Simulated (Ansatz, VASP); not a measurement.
# NbRu3C in VASP and in Ansatz

The input INCAR:

```
SYSTEM = NbRu3C
  ALGO = Normal
  EDIFF = 1E-6
  ENCUT = 520
  ISIF = 2
  ISMEAR = -1
  LASPH = .True.
  LCHARG = .True.
  LELF = .True.
  LREAL = .False.
  LVHAR = .True.
  LWAVE = .False.
  NBANDS = 38
  NELM = 100
  PREC = Accurate
  SIGMA = 0.1
```

Contents of KPOINTS:

```
k-points
0
Gamma
  6 6 6
  0 0 0
```

File POSCAR:

```
NbRu3C
1.0
    4.1186327925      0.0000000000      0.0000000000
    0.0000000000      4.1186327925      0.0000000000
    0.0000000000      0.0000000000      4.1186327925
Nb Ru C
1 3 1
Direct
    0.0000000000      0.0000000000      0.0000000000
    0.0000000000      0.5000000000      0.5000000000
    0.5000000000      0.0000000000      0.5000000000
    0.5000000000      0.5000000000      0.0000000000
    0.5000000000      0.5000000000      0.5000000000
```

Input for Ansatz:

```yaml
crystal:
  lattice:
    - [4.118632792526748, 0.0, 0.0]
    - [0.0, 4.118632792526748, 0.0]
    - [0.0, 0.0, 4.118632792526748]
  atoms:
    - { symbol: Nb, position: [0.0, 0.0, 0.0] }
    - { symbol: Ru, position: [0.0, 0.5, 0.5] }
    - { symbol: Ru, position: [0.5, 0.0, 0.5] }
    - { symbol: Ru, position: [0.5, 0.5, 0.0] }
    - { symbol: C, position: [0.5, 0.5, 0.5] }
basis:
  ecutwfc: 517.016338673772
kpoints:
  mp_grid:
    grid: [6, 6, 6]
hamiltonian:
  xc: lda
scf:
  max_iter: 60
  occupations:
    method: fermi_dirac
output:
  stress: true
```

Alike in both runs: task single point; functional LDA; k mesh 6 × 6 × 6; no spin polarisation.

|  | VASP | Ansatz |
| --- | --- | --- |
| version | VASP 6.6.1 | Ansatz 0.2.0 |
| potentials or method | VASP PAW LDA potentials, release 64 (Nb_sv, Ru_pv, C), cutoff 520 eV | plane waves, PAW |
| occupations | fermi-dirac, width 0.1 eV | fermi-dirac |
| valence electrons in the cell | 59 | 65 |

```tsv
	VASP	Ansatz	Ansatz less VASP
pressure (GPa)	-25.0	-25.4	-0.45
```

LDA's correlation is that of Perdew and Zunger in VASP and of Perdew and Wang (1992) in Ansatz. VASP's potentials hold 59 valence electrons a cell and Ansatz's 65, so a difference there can come from the potentials and not from the codes.
